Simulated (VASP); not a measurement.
## Pt3Cl: single point with PBE

System: Pt3Cl, a slab with vacuum.

```
CELL_PARAMETERS angstrom
2.80716 0.00000 0.00000
0.00000 2.80716 0.00000
0.00000 0.00000 19.35139
ATOMIC_POSITIONS crystal
Pt 0.50000 0.50000 0.20670
Pt 0.00000 0.00000 0.30625
Pt 0.27654 0.50000 0.41482
Cl 0.33333 0.00000 0.51841
```

| Quantity | Value |
| --- | --- |
| Program | VASP 6.6.1 |
| Task | single point |
| Functional | PBE |
| Potentials or basis | VASP PAW PBE potentials, release 64 (Pt, Cl) |
| Cutoff | 400 eV |
| k mesh | 9 × 9 × 1 |
| Occupations | gaussian, width 0.1 eV |
| Spin | no spin polarisation |
| Dipole correction | yes |
| Further INCAR settings | ALGO = Normal; EDIFF = 1e-06; NBANDS = 26; NELMDL = -8 |

```
Largest force          : 0.335 eV/Å
Band gap on the k mesh : zero (an odd number of electrons rules out a gap without spin polarisation)
```

Forces in eV/Å, atoms in the order of the input:
```
Pt   0.181  0.000 -0.246
Pt  -0.164  0.000  0.293
Pt  -0.012  0.000 -0.005
Cl  -0.005  0.000 -0.041
```

Levels at points of the mesh, in eV from the Fermi level:
```tsv
k point	band 16	band 17	band 18	band 19	band 20	band 21	band 22	band 23
(0.00, 0.00, 0.00)	-0.72	-0.45	-0.16	-0.09	0.07	0.61	1.01	4.46
```

Run time: 67 s on 1 thread of AMD EPYC 9R45 96-Core Processor (Zen 5), with other jobs on the host, peak memory 0.19 GiB.

Caveat: spin-orbit coupling is left out, which moves the levels of the heavy elements; an odd number of electrons without spin polarisation forces a metal; a magnetic or distorted state may lie lower.
